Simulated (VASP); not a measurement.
# BN (sol) (P6_3mc) in VASP: further runs, part 2 of 2

VASP 6.6.1. The steps go on from the part before.

## Step 6: Relaxation of cell and atoms, PBEsol

File INCAR:

```
  PREC = Accurate
  ENCUT = 600
  EDIFF = 1E-6
  ISMEAR = 0
  SIGMA = 0.02
  LREAL = False
  LASPH = True
  NELM = 60
  ALGO = Normal
  ISIF = 3
  LWAVE = False
  LCHARG = False
  GGA = PS
  IBRION = 2
  NSW = 100
  EDIFFG = -0.002
```

File KPOINTS:

```
Automatic mesh
0
Gamma
  9 9 6
```

File POSCAR:

```
BN
1.0
    2.5500000000      0.0000000000      0.0000000000
   -1.2750000000      2.2083647797      0.0000000000
    0.0000000000      0.0000000000      4.2100000000
B N
2 2
Direct
    0.3333333333      0.6666666667      0.0000000000
    0.6666666667      0.3333333333      0.5000000000
    0.3333333333      0.6666666667      0.3740000000
    0.6666666667      0.3333333333      0.8740000000
```

Potentials or basis: VASP PAW PBE potentials, release 64 (B, N).

Run with:

```sh
cat potpaw_PBE.64/B/POTCAR potpaw_PBE.64/N/POTCAR > POTCAR
mpirun -np 1 vasp_std > vasp.out
```

OUTCAR:

```text
PREC = Accurate
   ENCUT = 600
   EDIFF = 1E-6
   ISMEAR = 0
   LREAL = False
   LASPH = True
   NELM = 60
   ISIF = 3
   GGA = PS
   IBRION = 2
   NSW = 100
   EDIFFG = -0.002

 ion  position               nearest neighbor table
   1  0.333  0.667  0.000-   4 1.56   4 1.56   4 1.56   3 1.57
   2  0.667  0.333  0.500-   3 1.56   3 1.56   3 1.56   4 1.57
   3  0.333  0.667  0.374-   2 1.56   2 1.56   2 1.56   1 1.57
   4  0.667  0.333  0.874-   1 1.56   1 1.56   1 1.56   2 1.57

  LATTYP: Found a hexagonal cell.
 ALAT       =     2.5500000000
 C/A-ratio  =     1.6509803922

  Lattice vectors:

 A1 = (   2.5500000000,   0.0000000000,   0.0000000000)
 A2 = (  -1.2750000000,   2.2083647797,   0.0000000000)
 A3 = (   0.0000000000,   0.0000000000,   4.2100000000)

Analysis of symmetry for initial positions (statically):
=====================================================================
 Subroutine PRICEL returns:
 Original cell was already a primitive cell.

 Routine SETGRP: Setting up the symmetry group for a
 hexagonal supercell.

 Subroutine GETGRP returns: Found 12 space group operations
 (whereof  6 operations were pure point group operations)
 out of a pool of 24 trial point group operations.

The static configuration has the point symmetry C_3v.
 The point group associated with its full space group is C_6v.

Analysis of symmetry for dynamics (positions and initial velocities):
=====================================================================
 Subroutine PRICEL returns:
 Original cell was already a primitive cell.

 Routine SETGRP: Setting up the symmetry group for a
 hexagonal supercell.

 Subroutine GETGRP returns: Found 12 space group operations
 (whereof  6 operations were pure point group operations)
 out of a pool of 24 trial point group operations.

The dynamic configuration has the point symmetry C_3v.
[... 150 lines left out ...]
  ---------------------------------------------------
  free energy    TOTEN  =       -36.63199555 eV

  energy without entropy =      -36.63199555  energy(sigma->0) =      -36.63199555

------------------------ aborting loop because EDIFF is reached ----------------------------------------

  FORCE on cell =-STRESS in cart. coord.  units (eV):
  Direction    XX          YY          ZZ          XY          YZ          ZX
  --------------------------------------------------------------------------------------
  -------------------------------------------------------------------------------------
  Total       -0.5366584     -0.5366584     -0.2644536      0.0000000      0.0000000      0.0000000
  in kB      -36.2673144    -36.2673144    -17.8717426      0.0000000      0.0000000      0.0000000
  external PRESSURE =     -30.1354572 kB  Pullay stress =       0.0000000 kB
[... 95 lines left out ...]
  FREE ENERGIE OF THE ION-ELECTRON SYSTEM (eV)
  ---------------------------------------------------
  free  energy   TOTEN  =       -36.6340200505 eV

  energy  without entropy=      -36.6340200505  energy(sigma->0) =      -36.63402005

[... ionic steps 4 to 8 ...]

--------------------------------------- Ionic step        9  -------------------------------------------

 number of electron      16.0000003 magnetization

------------------------ aborting loop because EDIFF is reached ----------------------------------------
[... 71 lines left out ...]
--------------------------------------- Ionic step       11  -------------------------------------------

 number of electron      16.0000003 magnetization

 Free energy of the ion-electron system (eV)
  ---------------------------------------------------
  ext. energy  EPLUGINS =         0.00000000
  ---------------------------------------------------
  free energy    TOTEN  =       -36.63403165 eV

  energy without entropy =      -36.63403165  energy(sigma->0) =      -36.63403165

 E-fermi :   7.7173     XC(G=0): -13.0287

 val. band max:        7.5795796308   @ k =   0.0000   0.0000   0.0000
 cond. band min:      12.5255043450   @ k =   0.3333   0.3333   0.0000
 fundamental gap:      4.9459247143
 Fermi energy:         7.7172925327

 k-point     1 :       0.0000    0.0000    0.0000
  band No.  band energies     occupation
      1     -12.9057      2.00000
      2      -8.6809      2.00000
      3      -3.4798      2.00000
      4       5.4328      2.00000
      5       5.4328      2.00000
      6       7.2963      2.00000
      7       7.5796      2.00000
      8       7.5796      2.00000
      9      15.9040      0.00000
     10      15.9040      0.00000
     11      16.1464      0.00000
     12      17.1128      0.00000
[... 331 lines left out ...]
 k-point    24 :       0.3333    0.3333    0.1667
  band No.  band energies     occupation
      1      -7.4767      2.00000
      2      -7.4767      2.00000
      3      -1.6358      2.00000
      4      -0.2961      2.00000
      5      -0.2961      2.00000
      6       1.6428      2.00000
      7       2.8844      2.00000
      8       2.8844      2.00000
      9      13.2765      0.00000
     10      19.4815      0.00000
     11      19.4815      0.00000
     12      20.9960      0.00000

 [... further k-points ...]
[... 5 lines left out ...]
  --------------------------------------------------------------------------------------
  -------------------------------------------------------------------------------------
  Total       -0.0028595     -0.0028595     -0.0040070      0.0000000      0.0000000     -0.0000000
  in kB       -0.1947701     -0.1947701     -0.2729329      0.0000000      0.0000000     -0.0000000
  external PRESSURE =      -0.2208244 kB  Pullay stress =       0.0000000 kB
[... 19 lines left out ...]
  FREE ENERGIE OF THE ION-ELECTRON SYSTEM (eV)
  ---------------------------------------------------
  free  energy   TOTEN  =       -36.6340316464 eV

  energy  without entropy=      -36.6340316464  energy(sigma->0) =      -36.63403165

 reached required accuracy - stopping structural energy minimisation
```

It took 39 s on 1 thread of Intel Xeon Platinum 8488C (Sapphire Rapids), shared host; peak memory 0.14 GiB.

What came out:

```
Free energy                            : -36.6340 eV
Relaxed volume                         : 5.88 Å³/atom
Relaxed cell                           : a = 2.542 Å, b = 2.542 Å, c = 4.204 Å, α = 90.00°, β = 90.00°, γ = 120.00°
Space group after relaxing (to 0.05 Å) : P6_3mc (No. 186)
Energy gained by relaxing              : 0.5 meV/atom
Ionic steps                            : 11
Pressure after relaxing                : 0.0 GPa
Band gap on the k mesh                 : 4.95 eV, indirect (least direct gap 8.20 eV)
```

Step by step:
| step | energy change (eV) | largest force (eV/Å) | pressure (GPa) | volume (Å³) |
| --- | --- | --- | --- | --- |
| 1 | 0.0000 | 0.0531 | -3.01 | 23.71 |
| 2 | 0.0003 | 0.0871 | 3.33 | 23.33 |
| 3 | -0.0020 | 0.0133 | -0.03 | 23.52 |
| 4 | -0.0020 | 0.0146 | 0.02 | 23.52 |
| 5 | -0.0020 | 0.0123 | 0.11 | 23.51 |
| 6 | -0.0020 | 0.0006 | 0.10 | 23.52 |
| 7 | -0.0020 | 0.0016 | 0.08 | 23.52 |
| 8 | -0.0020 | 0.0010 | 0.08 | 23.52 |
| 9 | -0.0020 | 0.0006 | 0.08 | 23.52 |
| 10 | -0.0020 | 0.0011 | -0.05 | 23.53 |
| 11 | -0.0020 | 0.0004 | -0.02 | 23.52 |

Final structure:
```xyz
4
Lattice="2.5417 0.0000 0.0000 -1.2709 2.2012 0.0000 0.0000 0.0000 4.2043" Properties=species:S:1:pos:R:3 pbc="T T T"
B     0.0000    1.4675    4.2033
B     1.2709    0.7337    2.1012
N     0.0000    1.4675    1.5733
N     1.2709    0.7337    3.6755
```

Levels at points of the mesh, in eV from the valence-band top:
| k point | band 5 | band 6 | band 7 | band 8 | band 9 | band 10 | band 11 | band 12 |
| --- | --- | --- | --- | --- | --- | --- | --- | --- |
| (0.00, 0.00, 0.00) | -2.15 | -0.28 | 0.00 | 0.00 | 8.32 | 8.32 | 8.57 | 9.53 |
| (0.00, 0.00, 0.50) | -1.19 | -1.19 | -1.19 | -1.19 | 9.47 | 9.47 | 9.89 | 9.89 |

Caveat: the PAW data sets were made with another functional, which shifts forces and pressure a little.

## Step 7: Summary

```csv
task,cell,k mesh,cutoff (eV),smearing,gap on the mesh (eV),pressure (GPa)
single point,"a = 2.550, b = 2.550, c = 4.210 Å, angles 90.0, 90.0, 120.0°, 4 atoms",9 × 9 × 4,520,gaussian 0.1 eV,4.94,-2.7
single point,"a = 2.541, b = 2.541, c = 4.203 Å, angles 90.0, 90.0, 120.0°, 4 atoms",9 × 9 × 6,520,gaussian 0.02 eV,4.95,0.8
single point,"a = 2.541, b = 2.541, c = 4.203 Å, angles 90.0, 90.0, 120.0°, 4 atoms",9 × 9 × 6,520,gaussian 0.01 eV,4.95,0.8
relaxation of cell and atoms,"relaxed from a = 2.550, b = 2.550, c = 4.210 Å, angles 90.0, 90.0, 120.0°, 4 atoms",9 × 9 × 6,600,gaussian 0.02 eV,4.95,0.0
```

Alike in all rows: level PBEsol; potentials or basis VASP PAW PBE potentials, release 64 (B, N); no spin polarisation.

Caveats: the PAW data sets were made with another functional, which shifts forces and pressure a little.

Absolute energies hang on the potentials; compare differences alone.
